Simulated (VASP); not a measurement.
Input of a VASP 6.6.1 run:

File INCAR:

```
PREC = Accurate
ENCUT = 600
EDIFF = 1E-6
ISMEAR = 0
SIGMA = 0.01
LREAL = False
LASPH = True
NELM = 200
ALGO = Normal
ISIF = 2
LWAVE = False
LCHARG = False
LDAU = True
LDAUTYPE = 2
LDAUL = 2 -1
LDAUU = 6 0
LDAUJ = 0 0
LDAUPRINT = 1
GGA = PE
NBANDS = 35
GGA_COMPAT = False
```

KPOINTS

```
Automatic mesh
0
Gamma
  4 4 5
```

The input POSCAR:

```
ZnF2
1.0
    4.7048000000      0.0000000000      0.0000000000
    0.0000000000      4.7048000000      0.0000000000
    0.0000000000      0.0000000000      3.1338000000
Zn F
2 4
Direct
    0.0000000000      0.0000000000      0.0000000000
    0.5000000000      0.5000000000      0.5000000000
    0.3024000000      0.3024000000      0.0000000000
    0.1976000000      0.8024000000      0.5000000000
    0.6976000000      0.6976000000      0.0000000000
    0.8024000000      0.1976000000      0.5000000000
```

Potentials or basis: VASP PAW PBE potentials, release 64 (Zn, F).

The run is started by

```console
$ cat potpaw_PBE.64/Zn/POTCAR potpaw_PBE.64/F/POTCAR > POTCAR
$ mpirun -np 1 vasp_std > vasp.out
```

Estimate the pressure.

-1.5 GPa.

Predict the band gap on the k mesh.

4.63 eV (least direct gap 4.77 eV).

Predict the largest force.

0.072 eV/Å.

Eigenvalues of the final occupation matrices:
| site | spin | trace | eigenvalues |
| --- | --- | --- | --- |
| site 1 d | 1 | 5.04 | 0.99 0.99 0.99 1.03 1.03 |
| site 1 d | 2 | 5.04 | 0.99 0.99 0.99 1.03 1.03 |
| site 2 d | 1 | 5.04 | 0.99 0.99 0.99 1.03 1.03 |
| site 2 d | 2 | 5.04 | 0.99 0.99 0.99 1.03 1.03 |

A k mesh can miss the band edges.
